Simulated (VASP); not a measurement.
A run of VASP 6.6.1 is set up as follows.

INCAR

```
SYSTEM = Ti2C
  ALGO = Normal
  EDIFF = 1E-7
  ENCUT = 520
  GGA = PS
  ISIF = 2
  ISMEAR = 0
  LASPH = .True.
  LCHARG = .False.
  LREAL = .False.
  LWAVE = .False.
  NBANDS = 21
  NELM = 60
  PREC = Accurate
  SIGMA = 0.15
```

KPOINTS

```
k-points
0
Gamma
  18 18 18
  0 0 0
```

The input POSCAR:

```
Ti2C
1.0
    1.4042913076      0.8107679645      4.9636526560
   -1.4042913076      0.8107679645      4.9636526560
    0.0000000000     -1.6215359289      4.9636526560
Ti C
2 1
Direct
    0.2458180107      0.2458180107      0.2458180107
    0.7541819893      0.7541819893      0.7541819893
    0.5000000000      0.5000000000      0.5000000000
```

Potentials or basis: VASP PAW PBE potentials, release 64 (Ti_sv, C).

The run is started by

```sh
$ cat potpaw_PBE.64/Ti_sv/POTCAR potpaw_PBE.64/C/POTCAR > POTCAR
$ mpirun -np 1 vasp_std > vasp.out
```

Question: Predict the largest force.

Answer: 0.996 eV/Å.

Question: Predict the pressure.

Answer: 33.3 GPa.

Question: What does it give for the band gap on the k mesh?

Answer: Zero (bands 14 and 15 overlap by 0.76 eV).

Stress tensor (GPa, compression positive):
```
44.50  0.00  0.00
 0.00 44.50  0.00
 0.00  0.00 10.82
```

Caveat: the cell differs from its parent crystal (strain -0.080 along x and y, +0.040 along z); the stress differs along the axes, from 11 to 44 GPa; the PAW data sets were made with another functional, which shifts forces and pressure a little.
